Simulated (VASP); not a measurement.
# Sn (I4/mmm) in VASP: further runs

Sn is run at these levels: PBE; tasks: single point, relaxation of cell and atoms, relaxation of shape and atoms at fixed volume.

Everything below comes from runs of VASP 6.6.1. Logs are shortened: lines on timing, memory, paths and dates and some standing lists are left out, and cuts for length are marked.

## 1. The cell of the first run

The structure is tetragonal, space group I4/mmm (No. 139). The conventional cell has a = 4.007 Å, b = 4.007 Å, c = 3.457 Å, α = 90.00°, β = 90.00°, γ = 90.00°. Within 4.4 Å of Sn (site symmetry 4/mmm) lie 14 Sn at 3.32 to 4.01 Å.

The cell was built from a structure type or drawn by symmetry, and may not be a known phase.

## 2. Single point, PBE

INCAR reads:

```
PREC = Accurate
ENCUT = 520
EDIFF = 1E-7
ISMEAR = 0
SIGMA = 0.1
LREAL = False
LASPH = True
NELM = 80
ALGO = Fast
ISIF = 2
LWAVE = False
LCHARG = False
GGA = PE
NBANDS = 13
```

KPOINTS reads:

```
Automatic mesh
0
Gamma
  20 20 20
```

POSCAR reads:

```
Sn
1.0
   -2.0035243753      2.0035243753      1.7284685396
    2.0035243753     -2.0035243753      1.7284685396
    2.0035243753      2.0035243753     -1.7284685396
Sn
1
Direct
    0.5000000000      0.5000000000      0.0000000000
```

Potentials or basis: VASP PAW PBE potentials, release 64 (Sn_d).

Command:

```
$ cat potpaw_PBE.64/Sn_d/POTCAR > POTCAR
$ mpirun -np 1 vasp_std > vasp.out
```

OUTCAR:

```text
PREC = Accurate
   ENCUT = 520
   EDIFF = 1E-7
   ISMEAR = 0
   LREAL = False
   LASPH = True
   NELM = 80
   ISIF = 2
   GGA = PE

 ion  position               nearest neighbor table
   1  0.500  0.500  0.000-

  LATTYP: Found a body centered tetragonal cell.
 ALAT       =     4.0070487506
 C/A-ratio  =     0.8627140058

  Lattice vectors:

 A1 = (  -2.0035243753,   2.0035243753,   1.7284685396)
 A2 = (   2.0035243753,  -2.0035243753,   1.7284685396)
 A3 = (   2.0035243753,   2.0035243753,  -1.7284685396)

Analysis of symmetry for initial positions (statically):
=====================================================================
 Subroutine PRICEL returns:
 Original cell was already a primitive cell.

 Routine SETGRP: Setting up the symmetry group for a
 body centered tetragonal supercell.

 Subroutine GETGRP returns: Found 16 space group operations
 (whereof 16 operations were pure point group operations)
 out of a pool of 16 trial point group operations.

The static configuration has the point symmetry D_4h.

Analysis of symmetry for dynamics (positions and initial velocities):
=====================================================================
 Subroutine PRICEL returns:
 Original cell was already a primitive cell.

 Routine SETGRP: Setting up the symmetry group for a
 body centered tetragonal supercell.

 Subroutine GETGRP returns: Found 16 space group operations
 (whereof 16 operations were pure point group operations)
 out of a pool of 16 trial point group operations.

The dynamic configuration has the point symmetry D_4h.

 Subroutine INISYM returns: Found 16 space group operations
 (whereof 16 operations are pure point group operations),
 and found     1 'primitive' translations

----------------------------------------------------------------------------------------

                                     Primitive cell

  volume of cell :      27.7531

  direct lattice vectors                    reciprocal lattice vectors
    -2.003524375  2.003524375  1.728468540     0.000000000  0.249560228  0.289273417
     2.003524375 -2.003524375  1.728468540     0.249560228  0.000000000  0.289273417
     2.003524375  2.003524375 -1.728468540     0.249560228  0.249560228  0.000000000

  length of vectors
     3.319009391  3.319009391  3.319009391     0.382046355  0.382046355  0.352931459

  position of ions in fractional coordinates (direct lattice)
     0.500000000  0.500000000  0.000000000

  ion indices of the primitive-cell ions
   primitive index   ion index
                 1           1

----------------------------------------------------------------------------------------

 KPOINTS: Automatic mesh

Automatic generation of k-mesh.
 Grid dimensions read from file:
 generate k-points for:   20   20   20

 Generating k-lattice:

  Cartesian coordinates                     Fractional coordinates (reciprocal lattice)
     0.000000000  0.012478011  0.014463671     0.050000000  0.000000000 -0.000000000
     0.012478011  0.000000000  0.014463671     0.000000000  0.050000000 -0.000000000
     0.012478011  0.012478011  0.000000000     0.000000000  0.000000000  0.050000000

  Length of vectors
     0.019102318  0.019102318  0.017646573

  Shift w.r.t. Gamma in fractional coordinates (k-lattice)
     0.000000000  0.000000000  0.000000000

 Subroutine IBZKPT returns following result:
 ===========================================

 Found    641 irreducible k-points:

 Following reciprocal coordinates:
            Coordinates               Weight
  0.000000  0.000000  0.000000      1.000000
  0.050000  0.000000  0.000000      8.000000
  0.100000  0.000000 -0.000000      8.000000
  0.150000  0.000000  0.000000      8.000000
  0.200000  0.000000 -0.000000      8.000000
  0.250000  0.000000  0.000000      8.000000
[... 16 lines left out ...]
 -0.400000  0.050000  0.000000     16.000000
 -0.350000  0.050000  0.000000     16.000000
 [... further k-points ...]
   k-points           NKPTS =    641   k-points in BZ     NKDIM =    641   number of bands    NBANDS=     13
   number of dos      NEDOS =    301   number of ions     NIONS =      1
   total plane-waves  NPLWV =  21952
   dimension x,y,z NGX =    28 NGY =   28 NGZ =   28
   dimension x,y,z NGXF=    56 NGYF=   56 NGZF=   56
   ions per type =               1
   NGX,Y,Z   is equivalent  to a cutoff of  14.02, 14.02, 14.02 a.u.
   NGXF,Y,Z  is equivalent  to a cutoff of  28.05, 28.05, 28.05 a.u.
 SYSTEM =  unknown system
   PREC   = accura    normal or accurate (medium, high low for compatibility)
   ISTART =      0    job   : 0-new  1-cont  2-samecut
   ICHARG =      2    charge: 1-file 2-atom 10-const
   ISPIN  =      1    spin polarized calculation?
   LNONCOLLINEAR =      F non collinear calculations
   LSORBIT =      F    spin-orbit coupling
   LASPH  =      T    aspherical Exc in radial PAW
   ENCUT  =  520.0 eV  38.22 Ry    6.18 a.u.   6.17  6.17  6.17*2*pi/ulx,y,z
[... 62 lines left out ...]
      3     -13.6848      2.00000
      4     -13.6346      2.00000
      5     -13.5612      2.00000
      6      -3.1102      2.00000
      7      14.9077      0.00000
      8      14.9077      0.00000
      9      16.5007      0.00000
     10      18.5853      0.00000
     11      19.8022      0.00000
     12      19.9652      0.00000
     13      19.9652      0.00000

 k-point     2 :       0.0500    0.0000    0.0000
  band No.  band energies     occupation
      1     -13.7324      2.00000
      2     -13.6840      2.00000
      3     -13.6836      2.00000
      4     -13.6331      2.00000
      5     -13.5624      2.00000
      6      -3.0532      2.00000
      7      14.6913      0.00000
      8      14.7197      0.00000
      9      16.1412      0.00000
     10      18.7326      0.00000
     11      19.2590      0.00000
     12      19.6546      0.00000
     13      20.1764      0.00000

 k-point     3 :       0.1000    0.0000   -0.0000
  band No.  band energies     occupation
      1     -13.7277      2.00000
      2     -13.6824      2.00000
      3     -13.6780      2.00000
      4     -13.6283      2.00000
      5     -13.5660      2.00000
      6      -2.8821      2.00000
      7      14.1170      0.00000
      8      14.1773      0.00000
      9      15.2793      0.00000
     10      18.4288      0.00000
     11      18.4407      0.00000
     12      19.9041      0.00000
     13      20.4244      0.00000

 k-point     4 :       0.1500    0.0000    0.0000
  band No.  band energies     occupation
      1     -13.7262      2.00000
      2     -13.6808      2.00000
      3     -13.6631      2.00000
      4     -13.6203      2.00000
      5     -13.5713      2.00000
      6      -2.5968      2.00000
      7      12.9510      0.00000
      8      13.5580      0.00000
      9      14.4989      0.00000
     10      17.6791      0.00000
     11      17.7675      0.00000
     12      20.3456      0.00000
     13      20.8105      0.00000

 k-point     5 :       0.2000    0.0000   -0.0000
  band No.  band energies     occupation
      1     -13.7298      2.00000
      2     -13.6807      2.00000
      3     -13.6388      2.00000
      4     -13.6092      2.00000
      5     -13.5774      2.00000
      6      -2.1969      2.00000
      7      11.4363      0.00000
      8      12.9374      0.00000
      9      13.9319      0.00000
     10      17.0078      0.00000
     11      17.1274      0.00000
     12      20.3892      0.00000
     13      21.9233      0.00000
[... 257 lines left out ...]
 k-point    22 :      -0.4500    0.0500    0.0000
  band No.  band energies     occupation
      1     -13.7562      2.00000
      2     -13.6965      2.00000
      3     -13.5945      2.00000
      4     -13.5596      2.00000
      5     -13.5188      2.00000
      6       0.8923      2.00000
      7       4.9770      2.00000
      8      10.7047      0.00000
      9      12.2414      0.00000
     10      15.3249      0.00000
     11      16.1081      0.00000
     12      21.9695      0.00000
     13      24.6697      0.00000

 k-point    23 :      -0.4000    0.0500    0.0000
  band No.  band energies     occupation
      1     -13.7511      2.00000
      2     -13.6923      2.00000
      3     -13.5927      2.00000
      4     -13.5700      2.00000
      5     -13.5369      2.00000
      6       0.0469      2.00000
      7       6.2687      2.00000
      8      10.8867      0.00000
      9      12.4498      0.00000
     10      15.5049      0.00000
     11      16.4048      0.00000
     12      21.9282      0.00000
     13      24.7465      0.00000

 k-point    24 :      -0.3500    0.0500    0.0000
  band No.  band energies     occupation
      1     -13.7444      2.00000
      2     -13.6874      2.00000
      3     -13.5900      2.00000
      4     -13.5832      2.00000
      5     -13.5615      2.00000
      6      -0.7247      2.00000
      7       7.6883      1.97747
      8      11.1837      0.00000
      9      12.7545      0.00000
     10      15.7896      0.00000
     11      16.7914      0.00000
     12      21.6922      0.00000
     13      24.1511      0.00000

 [... further k-points ...]

------------------------ aborting loop because EDIFF is reached ----------------------------------------

  FORCE on cell =-STRESS in cart. coord.  units (eV):
  Direction    XX          YY          ZZ          XY          YZ          ZX
  --------------------------------------------------------------------------------------
  -------------------------------------------------------------------------------------
  Total       -0.0065034     -0.0065034     -0.0084278      0.0000000      0.0000000     -0.0000000
  in kB       -0.3754388     -0.3754388     -0.4865369      0.0000000      0.0000000     -0.0000000
  external PRESSURE =      -0.4124715 kB  Pullay stress =       0.0000000 kB

 VOLUME and BASIS-vectors are now :
 -----------------------------------------------------------------------------
  energy-cutoff  :      520.00
  volume of cell :       27.75
      direct lattice vectors                 reciprocal lattice vectors
    -2.003524375  2.003524375  1.728468540     0.000000000  0.249560228  0.289273417
     2.003524375 -2.003524375  1.728468540     0.249560228  0.000000000  0.289273417
     2.003524375  2.003524375 -1.728468540     0.249560228  0.249560228  0.000000000

 POSITION                                       TOTAL-FORCE (eV/Angst)
 -----------------------------------------------------------------------------------
      0.00000      0.00000      1.72847        -0.000000      0.000000      0.000000
 -----------------------------------------------------------------------------------
    total drift:                                0.000000     -0.000000      0.000000

  FREE ENERGIE OF THE ION-ELECTRON SYSTEM (eV)
  ---------------------------------------------------
  free  energy   TOTEN  =        -3.7872802124 eV

  energy  without entropy=       -3.7847085864  energy(sigma->0) =       -3.78599440
```

Run time: 2.4 min. Hardware: 1 thread of Intel Xeon 6975P-C (Granite Rapids), shared host; peak memory 0.32 GiB.

What came out:

| Property | Result |
| --- | --- |
| Free energy | -3.7873 eV |
| Pressure | 0.0 GPa |
| Band gap on the k mesh | zero (bands 7 and 8 overlap by 9.17 eV) |

Caveat: spin-orbit coupling is left out, which moves the levels of the heavy elements.

## 3. Single point, PBE (28.59 Å³/atom)

This run uses another cell than the first one, of 28.59 Å³/atom.

INCAR reads:

```
  PREC = Accurate
  ENCUT = 520
  EDIFF = 1E-6
  ISMEAR = 0
  SIGMA = 0.1
  LREAL = F
  LASPH = T
  NELM = 80
  ALGO = Fast
  ISIF = 2
  LWAVE = F
  LCHARG = F
  GGA = PE
  NBANDS = 13
```

KPOINTS reads:

```
regular mesh
0
Gamma
  20 20 20
```

POSCAR reads:

```
Sn
1.0
   -2.0320836822      2.0320836822      1.7306322327
    2.0320836822     -2.0320836822      1.7306322327
    2.0320836822      2.0320836822     -1.7306322327
Sn
1
Direct
    0.5000000000      0.5000000000      0.0000000000
```

Potentials or basis: VASP PAW PBE potentials, release 64 (Sn_d).

Command:

```
$ cat potpaw_PBE.64/Sn_d/POTCAR > POTCAR
$ mpirun -np 1 vasp_std > vasp.out
```

Run time: 1.8 min. Hardware: 1 thread of Intel Xeon 6975P-C (Granite Rapids), shared host; peak memory 0.33 GiB.

Results (log left out):

* Free energy: -3.7841 eV
* Pressure: -1.3 GPa
* Band gap on the k mesh: zero (bands 7 and 8 overlap by 8.78 eV)

Levels at points of the mesh, in eV from the Fermi level:
```
           k point  band 5  band 6  band 7  band 8  band 9  band 10
(0.00, 0.00, 0.00)  -21.41  -10.75    6.75    6.75    8.45    10.43
(0.50, 0.00, 0.00)  -21.36   -5.93   -4.02    2.98    4.37     7.05
(0.50, 0.50, 0.00)  -21.36   -7.04   -4.42    5.01    7.02     9.47
(0.50, 0.50, 0.50)  -21.35   -3.33   -1.30   -1.30    1.78     3.21
```

Caveat: spin-orbit coupling is left out, which moves the levels of the heavy elements.

## 4. Relaxation of cell and atoms, PBE

This run uses another cell than the first one, of 27.54 Å³/atom.

INCAR reads:

```
PREC = Accurate ; ENCUT = 600
EDIFF = 1E-6 ; ISMEAR = 0
SIGMA = 0.1 ; LREAL = F
LASPH = T ; NELM = 60
ALGO = Fast ; ISIF = 3
LWAVE = F ; LCHARG = F
GGA = PE ; IBRION = 2
NSW = 100 ; EDIFFG = -0.01
```

KPOINTS reads:

```
Automatic mesh
0
Gamma
  20 20 20
```

POSCAR reads:

```
Sn
1.0
   -1.9476799501      1.9476799501      1.8147024898
    1.9476799501     -1.9476799501      1.8147024898
    1.9476799501      1.9476799501     -1.8147024898
Sn
1
Direct
    0.5000000000      0.5000000000      0.0000000000
```

Command:

```
$ cat potpaw_PBE.64/Sn_d/POTCAR > POTCAR
$ mpirun -np 1 vasp_std > vasp.out
```

Run time: 20 min. Hardware: 1 thread of Intel Xeon Platinum 8559C (Emerald Rapids), shared host; peak memory 0.39 GiB.

Results (log left out):

```yaml
Free_energy: -3.7872 eV
Relaxed_volume: 27.74 Å³/atom
Relaxed_cell: a = 3.318 Å, b = 3.318 Å, c = 3.318 Å, α = 105.78°, β = 105.78°, γ = 117.15°
Space_group_after_relaxing_to_0.1_Å: I4/mmm (No. 139)
Energy_gained_by_relaxing: 5.8 meV/atom
Ionic_steps: 20
Pressure_after_relaxing: 0.0 GPa
Band_gap_on_the_k_mesh: zero (bands 7 and 8 overlap by 9.18 eV)
```

The path:
```tsv
step	energy change (eV)	largest force (eV/Å)	pressure (GPa)	volume (Å³)
1	0.0000	0.0000	0.23	27.54
2	-0.0011	0.0000	-0.05	27.69
3	-0.0027	0.0000	-0.67	28.17
4	-0.0033	0.0000	-0.77	28.13
5	-0.0049	0.0000	-0.60	28.04
6	-0.0055	0.0000	-0.04	27.83
7	-0.0056	0.0000	-0.25	27.91
8	-0.0056	0.0000	-0.14	27.89
9	-0.0056	0.0000	-0.22	27.88
10	-0.0056	0.0000	-0.13	27.85
11	-0.0056	0.0000	-0.17	27.87
12	-0.0057	0.0000	-0.20	27.82
13	-0.0057	0.0000	-0.11	27.64
14	-0.0047	0.0000	0.64	27.29
15	-0.0056	0.0000	0.44	27.58
16	-0.0057	0.0000	0.28	27.62
17	-0.0057	0.0000	0.20	27.63
18	-0.0058	0.0000	-0.10	27.76
19	-0.0058	0.0000	0.09	27.73
20	-0.0058	0.0000	0.00	27.74
```

Final structure:
```cif
data_structure
_symmetry_space_group_name_H-M 'P 1'
_symmetry_Int_Tables_number 1
_cell_length_a 3.3183
_cell_length_b 3.3183
_cell_length_c 3.3183
_cell_angle_alpha 105.775
_cell_angle_beta 105.775
_cell_angle_gamma 117.146
_cell_volume 27.74
loop_
_atom_site_label
_atom_site_type_symbol
_atom_site_fract_x
_atom_site_fract_y
_atom_site_fract_z
_atom_site_occupancy
Sn1 Sn 0.50000 0.50000 0.00000 1
```

Levels at points of the mesh, in eV from the Fermi level:
| k point | band 3 | band 4 | band 5 | band 6 | band 7 | band 8 | band 9 | band 10 | band 11 |
| --- | --- | --- | --- | --- | --- | --- | --- | --- | --- |
| (0.00, 0.00, 0.00) | -21.54 | -21.48 | -21.41 | -10.96 | 7.07 | 7.07 | 8.64 | 10.76 | 11.98 |
| (0.50, 0.00, 0.00) | -21.45 | -21.40 | -21.36 | -6.00 | -4.18 | 3.09 | 4.54 | 7.24 | 7.49 |
| (0.50, 0.50, 0.00) | -21.48 | -21.45 | -21.37 | -7.03 | -4.56 | 4.98 | 7.05 | 9.49 | 10.00 |
| (0.50, 0.50, 0.50) | -21.38 | -21.38 | -21.36 | -3.11 | -1.29 | -1.29 | 1.57 | 3.23 | 5.20 |

Caveat: spin-orbit coupling is left out, which moves the levels of the heavy elements.

## 5. Relaxation of shape and atoms at fixed volume, PBE (28.59 Å³/atom)

This run uses another cell than the first one, of 28.59 Å³/atom.

INCAR reads:

```
SYSTEM = Sn
PREC = Accurate
ENCUT = 600
EDIFF = 1E-6
ISMEAR = 0
SIGMA = 0.1
LREAL = .FALSE.
LASPH = .TRUE.
NELM = 60
ALGO = Fast
ISIF = 4
LWAVE = .FALSE.
LCHARG = .FALSE.
GGA = PE
IBRION = 2
NSW = 50
EDIFFG = -0.01
```

KPOINTS reads:

```
Automatic mesh
0
G
  20 20 20
  0 0 0
```

POSCAR reads:

```
Sn
1.0
   -2.0233625405      2.0233625405      1.7455832025
    2.0233625405     -2.0233625405      1.7455832025
    2.0233625405      2.0233625405     -1.7455832025
Sn
1
Direct
    0.5000000000      0.5000000000      0.0000000000
```

Command:

```
$ cat potpaw_PBE.64/Sn_d/POTCAR > POTCAR
$ mpirun -np 1 vasp_std > vasp.out
```

Run time: 6.2 min. Hardware: 1 thread of Intel Xeon Platinum 8559C (Emerald Rapids), shared host; peak memory 0.36 GiB.

Results (log left out):

```yaml
Free_energy: -3.7841 eV
Energy_gained_by_relaxing: 0.2 meV/atom
Ionic_steps: 5
Pressure_after_relaxing: -1.2 GPa
Band_gap_on_the_k_mesh: zero (bands 7 and 8 overlap by 8.78 eV)
```

Step by step:
```csv
step,energy change (eV),largest force (eV/Å),pressure (GPa),volume (Å³)
1,0.0000,0.0000,-1.25,28.59
2,-0.0001,0.0000,-1.30,28.59
3,-0.0002,0.0000,-1.27,28.59
4,-0.0001,0.0000,-1.20,28.59
5,-0.0002,0.0000,-1.23,28.59
```

Final structure:
```
CELL_PARAMETERS angstrom
-2.03233 2.03233 1.73022
2.03233 -2.03233 1.73022
2.03233 2.03233 -1.73022
ATOMIC_POSITIONS crystal
Sn 0.50000 0.50000 0.00000
```

Levels at points of the mesh, in eV from the Fermi level:
```tsv
k point	band 3	band 4	band 5	band 6	band 7	band 8	band 9	band 10	band 11
(0.00, 0.00, 0.00)	-21.51	-21.48	-21.40	-10.75	6.75	6.75	8.46	10.42	11.57
(0.50, 0.00, 0.00)	-21.44	-21.39	-21.36	-5.93	-4.02	2.98	4.37	7.05	7.36
(0.50, 0.50, 0.00)	-21.47	-21.44	-21.36	-7.04	-4.42	5.01	7.03	9.48	10.09
(0.50, 0.50, 0.50)	-21.38	-21.38	-21.35	-3.33	-1.31	-1.31	1.78	3.21	5.36
```

Caveat: spin-orbit coupling is left out, which moves the levels of the heavy elements.

## 6. The runs side by side

```csv
task,cell,cutoff (eV),gap on the mesh (eV),pressure (GPa)
single point,"a = 3.319 Å, angles 105.7, 105.7, 117.2°, 1 atom",520,none,0.0
single point,"a = 3.355 Å, angles 105.4, 105.4, 117.9°, 1 atom",520,none,-1.3
relaxation of cell and atoms,"relaxed from a = 3.298 Å, angles 107.6, 107.6, 113.2°, 1 atom",600,none,0.0
relaxation of shape and atoms at fixed volume,"relaxed from a = 3.352 Å, angles 105.7, 105.7, 117.2°, 1 atom",600,none,-1.2
```

Alike in all rows: level PBE; potentials or basis VASP PAW PBE potentials, release 64 (Sn_d); no spin polarisation; k mesh 20 × 20 × 20; smearing gaussian 0.1 eV.

Caveats: spin-orbit coupling is left out, which moves the levels of the heavy elements.

Absolute energies hang on the potentials; compare differences alone.
